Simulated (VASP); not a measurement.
# BeS (F-43m) in VASP: dielectric tensor with PBE

Aim: the dielectric tensor of BeS with PBE.

Program: VASP 6.6.1. These are calculated values, not measurements. Logs are shortened: lines on timing, memory, paths and dates and some standing lists are left out, and cuts for length are marked.

## Step 1: The cell of the first run

It takes space group F-43m (No. 216, cubic). The conventional cell has a = 4.850 Å, b = 4.850 Å, c = 4.850 Å, α = 90.00°, β = 90.00°, γ = 90.00°. Be (site symmetry -43m) has 4 S at 2.10 Å within 2.8 Å. S (site symmetry -43m) has 4 Be at 2.10 Å within 2.8 Å.

## Step 2: Dielectric tensor, PBE

Input file INCAR:

```
SYSTEM = BeS
PREC     = Accurate       ! precision mode
ENCUT    = 520            ! plane-wave cutoff, eV
EDIFF    = 1E-8           ! SCF threshold, eV
ISMEAR   = 0              ! smearing method
SIGMA    = 0.01           ! smearing width, eV
LREAL    = .False.        ! projectors in reciprocal space
LASPH    = .True.         ! aspherical terms in the spheres
NELM     = 100            ! most SCF steps
ALGO     = Normal         ! electronic algorithm
ISIF     = 2              ! what is computed and relaxed
LWAVE    = .False.        ! write WAVECAR
LCHARG   = .False.        ! write CHGCAR
GGA      = PE             ! functional
LEPSILON = .True.         ! dielectric tensor by DFPT
```

Input file KPOINTS:

```
Automatic mesh
0
Gamma
  6 6 6
  0 0 0
```

Input file POSCAR:

```
BeS
1.0
    0.0000000000      2.4250000000      2.4250000000
    2.4250000000      0.0000000000      2.4250000000
    2.4250000000      2.4250000000      0.0000000000
Be S
1 1
Direct
    0.0000000000      0.0000000000      0.0000000000
    0.2500000000      0.2500000000      0.2500000000
```

Potentials or basis: VASP PAW PBE potentials, release 64 (Be, S).

Launch:

```
> cat potpaw_PBE.64/Be/POTCAR potpaw_PBE.64/S/POTCAR > POTCAR
> mpirun -np 1 vasp_std > vasp.out
```

OUTCAR:

```text
SYSTEM = BeS
   PREC = Accurate
   ENCUT = 520
   EDIFF = 1E-8
   ISMEAR = 0
   LREAL = .False.
   LASPH = .True.
   NELM = 100
   ISIF = 2
   GGA = PE
   LEPSILON = .True.

 ion  position               nearest neighbor table
   1  0.000  0.000  0.000-   2 2.10   2 2.10   2 2.10   2 2.10
   2  0.250  0.250  0.250-   1 2.10   1 2.10   1 2.10   1 2.10

  LATTYP: Found a face centered cubic cell.
 ALAT       =     4.8500000000

  Lattice vectors:

 A1 = (   0.0000000000,   2.4250000000,   2.4250000000)
 A2 = (   2.4250000000,   0.0000000000,   2.4250000000)
 A3 = (   2.4250000000,   2.4250000000,   0.0000000000)

Analysis of symmetry for initial positions (statically):
=====================================================================
 Subroutine PRICEL returns:
 Original cell was already a primitive cell.

 Routine SETGRP: Setting up the symmetry group for a
 face centered cubic supercell.

 Subroutine GETGRP returns: Found 24 space group operations
 (whereof 24 operations were pure point group operations)
 out of a pool of 48 trial point group operations.

The static configuration has the point symmetry T_d .

Analysis of symmetry for dynamics (positions and initial velocities):
=====================================================================
 Subroutine PRICEL returns:
 Original cell was already a primitive cell.

 Routine SETGRP: Setting up the symmetry group for a
 face centered cubic supercell.

 Subroutine GETGRP returns: Found 24 space group operations
 (whereof 24 operations were pure point group operations)
 out of a pool of 48 trial point group operations.

The dynamic configuration has the point symmetry T_d .

 Subroutine INISYM returns: Found 24 space group operations
 (whereof 24 operations are pure point group operations),
 and found     1 'primitive' translations

----------------------------------------------------------------------------------------

                                     Primitive cell

  volume of cell :      28.5210

  direct lattice vectors                    reciprocal lattice vectors
     0.000000000  2.425000000  2.425000000    -0.206185567  0.206185567  0.206185567
     2.425000000  0.000000000  2.425000000     0.206185567 -0.206185567  0.206185567
     2.425000000  2.425000000  0.000000000     0.206185567  0.206185567 -0.206185567

  length of vectors
     3.429467889  3.429467889  3.429467889     0.357123878  0.357123878  0.357123878

  position of ions in fractional coordinates (direct lattice)
     0.000000000  0.000000000  0.000000000
     0.250000000  0.250000000  0.250000000

  ion indices of the primitive-cell ions
   primitive index   ion index
                 1           1
                 2           2

----------------------------------------------------------------------------------------

 KPOINTS: Automatic mesh

Automatic generation of k-mesh.
 Grid dimensions read from file:
 generate k-points for:    6    6    6

 Generating k-lattice:

  Cartesian coordinates                     Fractional coordinates (reciprocal lattice)
    -0.034364261  0.034364261  0.034364261     0.166666667  0.000000000  0.000000000
     0.034364261 -0.034364261  0.034364261     0.000000000  0.166666667  0.000000000
     0.034364261  0.034364261 -0.034364261     0.000000000  0.000000000  0.166666667

  Length of vectors
     0.059520646  0.059520646  0.059520646
[... 65 lines left out ...]
     AMIX_MAG =   1.60;   BMIX_MAG =  1.00
  volume/ion in A,a.u.               =      14.26        96.23
  Fermi-wavevector in a.u.,A,eV,Ry     =   1.071642  2.025110 15.625158  1.148417
  Thomas-Fermi vector in A             =   2.207388
   LORBIT       =      0    0 simple, 1 ext, 2 COOP (PROOUT), +10 PAW based schemes
   GGA     = PE    functional components
   LHFCALC =     F    Hartree Fock is set to
   AEXX    =    0.0000 exact exchange contribution
   IVDW    =     0    specifies the selected vdW correction
   LEPSILON=     T    determine dielectric tensor
   LRPA    =     F    only Hartree local field effects (RPA)
 non-spin polarized calculation
 Gauss-broadening in eV      SIGMA  =   0.01
  energy-cutoff  :      520.00
  volume of cell :       28.52
 maximum number of plane-waves:       778
 NGX is ok and might be reduce to    28
   NGX = 13   NGY = 13   NGZ = 13

--------------------------------------- Ionic step        1  -------------------------------------------

 number of electron       7.9999999 magnetization

 E-fermi :   4.2311     XC(G=0):  -9.7299

 val. band max:        4.1768332867   @ k =   0.0000   0.0000   0.0000
 cond. band min:       7.2866046710   @ k =   0.5000   0.5000   0.0000
 fundamental gap:      3.1097713843
 Fermi energy:         4.2311415000

 k-point     1 :       0.0000    0.0000    0.0000
  band No.  band energies     occupation
      1      -9.5161      2.00000
      2       4.1768      2.00000
      3       4.1768      2.00000
      4       4.1768      2.00000
      5       9.8453      0.00000
      6       9.8453      0.00000
      7       9.8453      0.00000
      8      10.0625      0.00000
[... 155 lines left out ...]
 k-point    16 :      -0.3333    0.5000    0.1667
  band No.  band energies     occupation
      1      -7.3213      2.00000
      2      -0.4233      2.00000
      3       0.7583      2.00000
      4       0.9847      2.00000
      5       9.3258      0.00000
      6      10.8485      0.00000
      7      14.2053      0.00000
      8      14.6669      0.00000

  FORCE on cell =-STRESS in cart. coord.  units (eV):
  Direction    XX          YY          ZZ          XY          YZ          ZX
  --------------------------------------------------------------------------------------
  -------------------------------------------------------------------------------------
  Total        0.2835816      0.2835816      0.2835816      0.0000000     -0.0000000      0.0000000
  in kB       15.9302786     15.9302786     15.9302786      0.0000000     -0.0000000      0.0000000
  external PRESSURE =      15.9302786 kB  Pullay stress =       0.0000000 kB

 VOLUME and BASIS-vectors are now :
 -----------------------------------------------------------------------------
  energy-cutoff  :      520.00
  volume of cell :       28.52
      direct lattice vectors                 reciprocal lattice vectors
     0.000000000  2.425000000  2.425000000    -0.206185567  0.206185567  0.206185567
     2.425000000  0.000000000  2.425000000     0.206185567 -0.206185567  0.206185567
     2.425000000  2.425000000  0.000000000     0.206185567  0.206185567 -0.206185567

 POSITION                                       TOTAL-FORCE (eV/Angst)
 -----------------------------------------------------------------------------------
      0.00000      0.00000      0.00000         0.000000      0.000000      0.000000
      1.21250      1.21250      1.21250        -0.000000     -0.000000     -0.000000
 -----------------------------------------------------------------------------------
    total drift:                               -0.000000     -0.000000      0.000000

  FREE ENERGIE OF THE ION-ELECTRON SYSTEM (eV)
  ---------------------------------------------------
  free  energy   TOTEN  =       -10.0082926224 eV

  energy  without entropy=      -10.0082926224  energy(sigma->0) =      -10.00829262

 HEAD OF MICROSCOPIC STATIC DIELECTRIC TENSOR (INDEPENDENT PARTICLE, excluding Hartree and local field effects)
 ------------------------------------------------------
           5.913239    -0.000000    -0.000000
          -0.000000     5.913239     0.000000
          -0.000000     0.000000     5.913239
 ------------------------------------------------------

 Free energy of the ion-electron system (eV)
  ---------------------------------------------------
  ---------------------------------------------------
  free energy    TOTEN  =        -0.38585817 eV

  energy without entropy =       -0.38585817

------------------------ aborting loop because EDIFF is reached ----------------------------------------

--------------------------------------- Ionic step        2  -------------------------------------------

------------------------ aborting loop because EDIFF is reached ----------------------------------------

--------------------------------------- Ionic step        3  -------------------------------------------

 Free energy of the ion-electron system (eV)
  ---------------------------------------------------
  ---------------------------------------------------
  free energy    TOTEN  =        -0.38585796 eV

  energy without entropy =       -0.38585796

------------------------ aborting loop because EDIFF is reached ----------------------------------------

 PIEZOELECTRIC TENSOR FIELD DIRECTION 3  (e Angst)
 -----------------------------------------------------------------------------
    -0.00032 -1.15143  0.00000           (  0.00000  0.03642  0.00000)
    -1.15143 -0.00032  0.00000           (  0.03642  0.00000  0.00000)
     0.00000  0.00000 -0.00017           (  0.00000  0.00000  0.00000)

 PIEZOELECTRIC TENSOR FIELD DIRECTION 3  (C/m^2)
 -----------------------------------------------------------------------------
    -0.00018 -0.64682  0.00000
    -0.64682 -0.00018  0.00000
     0.00000  0.00000 -0.00010

 MACROSCOPIC STATIC DIELECTRIC TENSOR (including local field effects in DFT)
 ------------------------------------------------------
           5.440305    -0.000000    -0.000000
           0.000000     5.440305    -0.000000
           0.000000     0.000000     5.440305
 ------------------------------------------------------

 PIEZOELECTRIC TENSOR (including local field effects)  for field in x, y, z        (e  Angst)
          XX          YY          ZZ          XY          YZ          ZX
  --------------------------------------------------------------------------------
  x     0.00000    -0.00000    -0.00000     0.00000    -1.15419     0.00000
  y     0.00000     0.00000     0.00000     0.00000     0.00000    -1.15419
  z    -0.00000    -0.00000     0.00000    -1.15419     0.00000     0.00000

 PIEZOELECTRIC TENSOR (including local field effects)  for field in x, y, z        (C/m^2)
          XX          YY          ZZ          XY          YZ          ZX
  --------------------------------------------------------------------------------
  x     0.00000    -0.00000    -0.00000     0.00000    -0.64837     0.00000
  y     0.00000     0.00000     0.00000     0.00000     0.00000    -0.64837
  z    -0.00000    -0.00000     0.00000    -0.64837     0.00000     0.00000

 BORN EFFECTIVE CHARGES (including local field effects) (in |e|, cummulative output)
 ---------------------------------------------------------------------------------
 ion    1
    1     1.63581     0.00000     0.00000
    2     0.00000     1.63581    -0.00000
    3     0.00000     0.00000     1.63581
 ion    2
    1    -1.63581     0.00000    -0.00000
    2     0.00000    -1.63581     0.00000
    3    -0.00000     0.00000    -1.63581
```

Run time: 2.5 min. Hardware: 1 thread of Intel Xeon 6975P-C, shared host; peak memory 0.17 GiB.

Results:

| Item | Value |
| --- | --- |
| Band gap on the k mesh | 3.11 eV, indirect (least direct gap 5.67 eV) |
| Electronic dielectric tensor (diagonal) | 5.44 |
| Born charges (mean of the diagonal) | Be +1.64; S -1.64 e |

Electronic dielectric tensor:
```
5.44 0.00 0.00
0.00 5.44 0.00
0.00 0.00 5.44
```

Born effective charge tensors (e):
atom 1, Be
```
1.64 0.00 0.00
0.00 1.64 0.00
0.00 0.00 1.64
```
atom 2, S
```
-1.64  0.00  0.00
 0.00 -1.64  0.00
 0.00  0.00 -1.64
```
